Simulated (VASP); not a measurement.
# Be5ZnSe6 (P31m) in VASP: single point with PBE

Aim: the single point of Be5ZnSe6 with PBE.

Everything below comes from runs of VASP 6.6.1. Logs are shortened: lines on timing, memory, paths and dates and some standing lists are left out, and cuts for length are marked.

**1. The cell of the first run**

It takes space group P31m (No. 157, trigonal). The conventional cell has a = 6.435 Å, b = 6.435 Å, c = 6.118 Å, α = 90.00°, β = 90.00°, γ = 120.00°. Within 3.0 Å of Be (site symmetry m) lie 4 Se at 2.25 to 2.27 Å. Within 2.9 Å of Be (site symmetry 3) lie 4 Se at 2.22 to 2.27 Å. Zn (site symmetry 3m) has 4 Se at 2.45 Å within 3.2 Å. Se (site symmetry m) has 3 Be at 2.22 to 2.25 Å and 1 Zn at 2.45 Å within 2.9 Å. Se (site symmetry 3m) has 3 Be at 2.27 Å and 1 Zn at 2.45 Å within 3.0 Å. Se (site symmetry 3) has 4 Be at 2.27 Å within 3.0 Å.

**2. Single point, PBE**

INCAR

```
  PREC = Accurate
  ENCUT = 520
  EDIFF = 1E-6
  ISMEAR = 0
  SIGMA = 0.02
  LREAL = F
  LASPH = T
  NELM = 100
  ALGO = Normal
  ISIF = 2
  LWAVE = F
  LCHARG = T
  GGA = PE
  LELF = T
  LVHAR = T
  NBANDS = 41
```

KPOINTS

```
regular mesh
0
Gamma
  6 6 4
```

POSCAR

```
Be5ZnSe6
1.0
    6.4350306094      0.0000000000      0.0000000000
   -3.2175153047      5.5728999819      0.0000000000
    0.0000000000      0.0000000000      6.1184261191
Be Zn Se
5 1 6
Direct
    0.6600306218      0.0000000000      0.0054277868
    0.3399693782      0.3399693782      0.0054277868
    0.0000000000      0.6600306218      0.0054277868
    0.6666666667      0.3333333333      0.5046052336
    0.3333333333      0.6666666667      0.5046052336
    0.0000000000      0.0000000000      0.5076374680
    0.6418186035      0.0000000000      0.3729420647
    0.3581813965      0.3581813965      0.3729420647
    0.0000000000      0.6418186035      0.3729420647
    0.0000000000      0.0000000000      0.9081045608
    0.6666666667      0.3333333333      0.8749689449
    0.3333333333      0.6666666667      0.8749689449
```

Potentials or basis: VASP PAW PBE potentials, release 64 (Be, Zn, Se).

Run with:

```
> cat potpaw_PBE.64/Be/POTCAR potpaw_PBE.64/Zn/POTCAR potpaw_PBE.64/Se/POTCAR > POTCAR
> mpirun -np 1 vasp_std > vasp.out
```

OUTCAR:

```text
PREC = Accurate
   ENCUT = 520
   EDIFF = 1E-6
   ISMEAR = 0
   LREAL = F
   LASPH = T
   NELM = 100
   ISIF = 2
   GGA = PE

 ion  position               nearest neighbor table
   1  0.660  0.000  0.005-   7 2.25  10 2.27  11 2.27  12 2.27
   2  0.340  0.340  0.005-   8 2.25  10 2.27  11 2.27  12 2.27
   3  0.000  0.660  0.005-   9 2.25  10 2.27  12 2.27  11 2.27
   4  0.667  0.333  0.505-   7 2.22   9 2.22   8 2.22  11 2.27
   5  0.333  0.667  0.505-   9 2.22   7 2.22   8 2.22  12 2.27
   6  0.000  0.000  0.508-   7 2.45   8 2.45   9 2.45  10 2.45
   7  0.642  0.000  0.373-   4 2.22   5 2.22   1 2.25   6 2.45
   8  0.358  0.358  0.373-   4 2.22   5 2.22   2 2.25   6 2.45
   9  0.000  0.642  0.373-   5 2.22   4 2.22   3 2.25   6 2.45
  10  0.000  0.000  0.908-   1 2.27   2 2.27   3 2.27   6 2.45
  11  0.667  0.333  0.875-   4 2.27   1 2.27   3 2.27   2 2.27
  12  0.333  0.667  0.875-   5 2.27   3 2.27   1 2.27   2 2.27

  LATTYP: Found a hexagonal cell.
 ALAT       =     6.4350306094
 C/A-ratio  =     0.9507998470

  Lattice vectors:

 A1 = (   6.4350306094,   0.0000000000,   0.0000000000)
 A2 = (  -3.2175153047,   5.5728999819,   0.0000000000)
 A3 = (   0.0000000000,   0.0000000000,   6.1184261191)

Analysis of symmetry for initial positions (statically):
=====================================================================
 Subroutine PRICEL returns:
 Original cell was already a primitive cell.

 Routine SETGRP: Setting up the symmetry group for a
 hexagonal supercell.

 Subroutine GETGRP returns: Found  6 space group operations
 (whereof  6 operations were pure point group operations)
 out of a pool of 24 trial point group operations.

The static configuration has the point symmetry C_3v.

Analysis of symmetry for dynamics (positions and initial velocities):
=====================================================================
 Subroutine PRICEL returns:
 Original cell was already a primitive cell.

 Routine SETGRP: Setting up the symmetry group for a
 hexagonal supercell.

 Subroutine GETGRP returns: Found  6 space group operations
 (whereof  6 operations were pure point group operations)
 out of a pool of 24 trial point group operations.

The dynamic configuration has the point symmetry C_3v.

 Subroutine INISYM returns: Found  6 space group operations
 (whereof  6 operations are pure point group operations),
 and found     1 'primitive' translations

----------------------------------------------------------------------------------------

                                     Primitive cell

  volume of cell :     219.4177

  direct lattice vectors                    reciprocal lattice vectors
     6.435030609  0.000000000  0.000000000     0.155399416  0.089719895  0.000000000
    -3.217515305  5.572899982  0.000000000     0.000000000  0.179439790  0.000000000
     0.000000000  0.000000000  6.118426119     0.000000000  0.000000000  0.163440725

  length of vectors
     6.435030609  6.435030609  6.118426119     0.179439790  0.179439790  0.163440725

  position of ions in fractional coordinates (direct lattice)
     0.660030622  0.000000000  0.005427787
     0.339969378  0.339969378  0.005427787
     0.000000000  0.660030622  0.005427787
     0.666666667  0.333333333  0.504605234
     0.333333333  0.666666667  0.504605234
     0.000000000  0.000000000  0.507637468
     0.641818603  0.000000000  0.372942065
     0.358181397  0.358181397  0.372942065
     0.000000000  0.641818603  0.372942065
     0.000000000  0.000000000  0.908104561
     0.666666667  0.333333333  0.874968945
     0.333333333  0.666666667  0.874968945

  ion indices of the primitive-cell ions
   primitive index   ion index
                 1           1
                 2           2
                 3           3
                 4           4
                 5           5
                 6           6
                 7           7
                 8           8
                 9           9
                10          10
                11          11
                12          12

----------------------------------------------------------------------------------------

 KPOINTS: regular mesh

Automatic generation of k-mesh.
 Grid dimensions read from file:
 generate k-points for:    6    6    4

 Generating k-lattice:

  Cartesian coordinates                     Fractional coordinates (reciprocal lattice)
     0.025899903  0.014953316  0.000000000     0.166666667  0.000000000  0.000000000
     0.000000000  0.029906632  0.000000000     0.000000000  0.166666667  0.000000000
     0.000000000  0.000000000  0.040860181     0.000000000  0.000000000  0.250000000

  Length of vectors
     0.029906632  0.029906632  0.040860181

  Shift w.r.t. Gamma in fractional coordinates (k-lattice)
     0.000000000  0.000000000  0.000000000

 Subroutine IBZKPT returns following result:
 ===========================================

 Found     24 irreducible k-points:

 Following reciprocal coordinates:
            Coordinates               Weight
  0.000000  0.000000  0.000000      1.000000
  0.166667  0.000000  0.000000      6.000000
  0.333333  0.000000  0.000000      6.000000
  0.500000  0.000000  0.000000      3.000000
  0.166667  0.166667  0.000000      6.000000
  0.333333  0.166667  0.000000     12.000000
[... 16 lines left out ...]
  0.333333  0.166667  0.500000     12.000000
  0.333333  0.333333  0.500000      2.000000
   k-points           NKPTS =     24   k-points in BZ     NKDIM =     24   number of bands    NBANDS=     41
   number of dos      NEDOS =    301   number of ions     NIONS =     12
   total plane-waves  NPLWV = 110592
   dimension x,y,z NGX =    48 NGY =   48 NGZ =   48
   dimension x,y,z NGXF=    96 NGYF=   96 NGZF=   96
   ions per type =               5   1   6
   NGX,Y,Z   is equivalent  to a cutoff of  12.40, 12.40, 13.04 a.u.
   NGXF,Y,Z  is equivalent  to a cutoff of  24.80, 24.80, 26.08 a.u.
 SYSTEM =  unknown system
   PREC   = accura    normal or accurate (medium, high low for compatibility)
   ISTART =      0    job   : 0-new  1-cont  2-samecut
   ICHARG =      2    charge: 1-file 2-atom 10-const
   ISPIN  =      1    spin polarized calculation?
   LNONCOLLINEAR =      F non collinear calculations
   LSORBIT =      F    spin-orbit coupling
   LASPH  =      T    aspherical Exc in radial PAW
   ENCUT  =  520.0 eV  38.22 Ry    6.18 a.u.  11.96 11.96 11.38*2*pi/ulx,y,z
   NELM   =    100;   NELMIN=  2; NELMDL= -5     # of ELM steps
   EDIFF  = 0.1E-05   stopping-criterion for ELM
   LREAL  =      F    real-space projection
   EDIFFG = 0.1E-04   stopping-criterion for IOM
   NSW    =      0    number of steps for IOM
   IBRION =     -1    ionic relax: 0-MD 1-quasi-New 2-CG
   NFREE  =      0    steps in history (QN), initial steepest desc. (CG)
   ISIF   =      2    stress and relaxation
   ISYM   =      2    0-nonsym 1-usesym 2-fastsym
   POTIM  = 0.5000    time-step for ionic-motion
   TEBEG  =    0.0;   TEEND  =   0.0 temperature during run
   PSTRESS=    0.0 pullay stress
   NELECT =      58.0000    total number of electrons
   NUPDOWN=      -1.0000    fix difference up-down
   EMIN   =  10.00;   EMAX   =-10.00  energy-range for DOS
   EFERMI =   0.00;   METHOD = LEGACY
   ISMEAR =     0;   SIGMA  =   0.02  broadening in eV -4-tet -1-fermi 0-gaus
   EFERMI_NEDOS =   21; number of points for ismear=-14 and -15
   IALGO  =     38    algorithm
   IMIX   =      4    mixing-type and parameters
     AMIX     =   0.40;   BMIX     =  1.00
     AMIX_MAG =   1.60;   BMIX_MAG =  1.00
  volume/ion in A,a.u.               =      18.28       123.39
  Fermi-wavevector in a.u.,A,eV,Ry     =   1.050655  1.985451 15.019155  1.103877
  Thomas-Fermi vector in A             =   2.185667
   LORBIT       =      0    0 simple, 1 ext, 2 COOP (PROOUT), +10 PAW based schemes
   GGA     = PE    functional components
   LHFCALC =     F    Hartree Fock is set to
   AEXX    =    0.0000 exact exchange contribution
   IVDW    =     0    specifies the selected vdW correction
   LEPSILON=     F    determine dielectric tensor
   LRPA    =     F    only Hartree local field effects (RPA)
 non-spin polarized calculation
 Gauss-broadening in eV      SIGMA  =   0.02
  energy-cutoff  :      520.00
  volume of cell :      219.42
 maximum number of plane-waves:      5924
   NGX = 23   NGY = 23   NGZ = 23

 number of electron      58.0000010 magnetization

 Free energy of the ion-electron system (eV)
  ---------------------------------------------------
  ext. energy  EPLUGINS =         0.00000000
  ---------------------------------------------------
  free energy    TOTEN  =       -50.13271813 eV

  energy without entropy =      -50.13271813  energy(sigma->0) =      -50.13271813

 E-fermi :   3.0161     XC(G=0):  -9.3464

 val. band max:        2.9251387653   @ k =   0.0000   0.0000   0.0000
 cond. band min:       5.8914405376   @ k =  -0.3333  -0.3333   0.2500
 fundamental gap:      2.9663017722
 Fermi energy:         3.0161163900

 k-point     1 :       0.0000    0.0000    0.0000
  band No.  band energies     occupation
      1     -10.7421      2.00000
      2      -9.5656      2.00000
      3      -9.2286      2.00000
      4      -9.2286      2.00000
      5      -9.2245      2.00000
      6      -9.2161      2.00000
[... 33 lines left out ...]
     40      10.1881      0.00000
     41      10.3838      0.00000

 k-point     2 :       0.1667    0.0000    0.0000
  band No.  band energies     occupation
      1     -10.6676      2.00000
      2      -9.5300      2.00000
      3      -9.4316      2.00000
      4      -9.3644      2.00000
      5      -9.1462      2.00000
      6      -9.1154      2.00000
[... 957 lines left out ...]
     40       8.8159      0.00000
     41       9.0272      0.00000

 k-point    24 :       0.3333    0.3333    0.5000
  band No.  band energies     occupation
      1      -9.6846      2.00000
      2      -9.6846      2.00000
      3      -9.6243      2.00000
      4      -9.5847      2.00000
      5      -9.5847      2.00000
      6      -9.4402      2.00000
[... 33 lines left out ...]
     40       8.6060      0.00000
     41       8.6060      0.00000

------------------------ aborting loop because EDIFF is reached ----------------------------------------

  FORCE on cell =-STRESS in cart. coord.  units (eV):
  Direction    XX          YY          ZZ          XY          YZ          ZX
  --------------------------------------------------------------------------------------
  -------------------------------------------------------------------------------------
  Total        0.2580893      0.2580893      0.2720717      0.0000000      0.0000000     -0.0000000
  in kB        1.8845555      1.8845555      1.9866546      0.0000000      0.0000000     -0.0000000
  external PRESSURE =       1.9185885 kB  Pullay stress =       0.0000000 kB

 VOLUME and BASIS-vectors are now :
 -----------------------------------------------------------------------------
  energy-cutoff  :      520.00
  volume of cell :      219.42
      direct lattice vectors                 reciprocal lattice vectors
     6.435030609  0.000000000  0.000000000     0.155399416  0.089719895  0.000000000
    -3.217515305  5.572899982  0.000000000     0.000000000  0.179439790  0.000000000
     0.000000000  0.000000000  6.118426119     0.000000000  0.000000000  0.163440725

 POSITION                                       TOTAL-FORCE (eV/Angst)
 -----------------------------------------------------------------------------------
      4.24732      0.00000      0.03321         0.000260      0.000000     -0.003246
      1.09386      1.89462      0.03321        -0.000130     -0.000225     -0.003246
     -2.12366      3.67828      0.03321        -0.000130      0.000225     -0.003246
      3.21752      1.85763      3.08739        -0.000000      0.000000      0.004997
     -0.00000      3.71527      3.08739        -0.000000      0.000000      0.004997
      0.00000      0.00000      3.10594        -0.000000      0.000000     -0.000480
      4.13012      0.00000      2.28182        -0.008299      0.000000     -0.001728
      1.15245      1.99611      2.28182         0.004150      0.007188     -0.001728
     -2.06506      3.57679      2.28182         0.004150     -0.007188     -0.001728
      0.00000      0.00000      5.55617        -0.000000      0.000000      0.010827
      3.21752      1.85763      5.35343        -0.000000      0.000000     -0.002711
     -0.00000      3.71527      5.35343        -0.000000      0.000000     -0.002711
 -----------------------------------------------------------------------------------
    total drift:                               -0.000004     -0.000008      0.000016

  FREE ENERGIE OF THE ION-ELECTRON SYSTEM (eV)
  ---------------------------------------------------
  free  energy   TOTEN  =       -50.1327181331 eV

  energy  without entropy=      -50.1327181331  energy(sigma->0) =      -50.13271813
```

It took 5.2 min on 1 thread of Intel Xeon 8259CL, shared host; peak memory 0.44 GiB.

Results:

* Free energy: -50.1327 eV
* Pressure: 0.2 GPa
* Largest force: 0.011 eV/Å
* Band gap on the k mesh: 2.97 eV (least direct gap 3.27 eV)

Forces in eV/Å, atoms in the order of the input:
```
Be   0.000  0.000 -0.003
Be   0.000  0.000 -0.003
Be   0.000  0.000 -0.003
Be   0.000  0.000  0.005
Be   0.000  0.000  0.005
Zn   0.000  0.000  0.000
Se  -0.008  0.000 -0.002
Se   0.004  0.007 -0.002
Se   0.004 -0.007 -0.002
Se   0.000  0.000  0.011
Se   0.000  0.000 -0.003
Se   0.000  0.000 -0.003
```

Levels at points of the mesh, in eV from the valence-band top:
| k point | band 26 | band 27 | band 28 | band 29 | band 30 | band 31 | band 32 | band 33 |
| --- | --- | --- | --- | --- | --- | --- | --- | --- |
| (0.00, 0.00, 0.00) | -1.12 | -0.19 | 0.00 | 0.00 | 3.27 | 3.42 | 3.42 | 3.68 |
| (0.50, 0.00, 0.00) | -1.20 | -1.08 | -1.00 | -0.81 | 3.14 | 4.35 | 4.68 | 4.80 |
| (0.00, 0.00, 0.50) | -0.80 | -0.80 | -0.44 | -0.44 | 3.65 | 4.06 | 4.21 | 4.44 |
| (0.50, 0.00, 0.50) | -1.87 | -1.77 | -1.35 | -1.34 | 3.12 | 3.52 | 4.38 | 4.70 |
